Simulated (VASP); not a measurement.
Set up this calculation in VASP 6.6.1, as the native input.

```
Task                   : single point
Functional             : PBE
Potentials or basis    : VASP PAW PBE potentials, release 64 (H)
Cutoff                 : 500 eV
k mesh                 : 1 × 1 × 1
Occupations            : fermi-dirac, width 0.01 eV
Spin                   : non-collinear spin, zero start, spin-orbit coupling
Starting moments       : [[0.0, 0.0, 0.0], [0.0, 0.0, 0.0]] μB
Dipole correction      : no
Further INCAR settings : ALGO = Normal; EDIFF = 1e-06; NBANDS = 14
```

The structure of H2 lies in POSCAR:

```
H
1.0
    9.0000000000      0.0000000000      0.0000000000
    0.0000000000      9.2000000000      0.0000000000
    0.0000000000      0.0000000000      9.8000000000
H
2
Direct
    0.5000000000      0.5000000000      0.4617225275
    0.5000000000      0.5000000000      0.5382774725
```

One way to write it, as run:

INCAR

```
SYSTEM = H
ALGO = Normal
EDIFF = 1E-6
ENCUT = 500
GGA = PE
GGA_COMPAT = .False.
ISIF = 2
ISMEAR = -1
LASPH = .True.
LCHARG = .False.
LORBIT = 11
LORBMOM = .True.
LREAL = .False.
LSORBIT = .True.
LWAVE = .False.
MAGMOM = 0 0 0 0 0 0
NBANDS = 14
NELM = 200
PREC = Accurate
SIGMA = 0.01
```

KPOINTS

```
k-points
0
Gamma
  1 1 1
  0 0 0
```

Potentials or basis: VASP PAW PBE potentials, release 64 (H).

Command:

```bash
$ cat potpaw_PBE.64/H/POTCAR > POTCAR
$ mpirun -np 1 vasp_ncl > vasp.out
```

Results of the run:

| Quantity | Value |
| --- | --- |
| Largest force | 0.008 eV/Å |
| Net moment | 0.00 μB per cell |
| Valence electrons inside the program's atomic spheres | H 0.64 |

It took 4.2 min on 1 thread of Intel Xeon 8259CL, with other jobs on the host, peak memory 1.8 GiB.
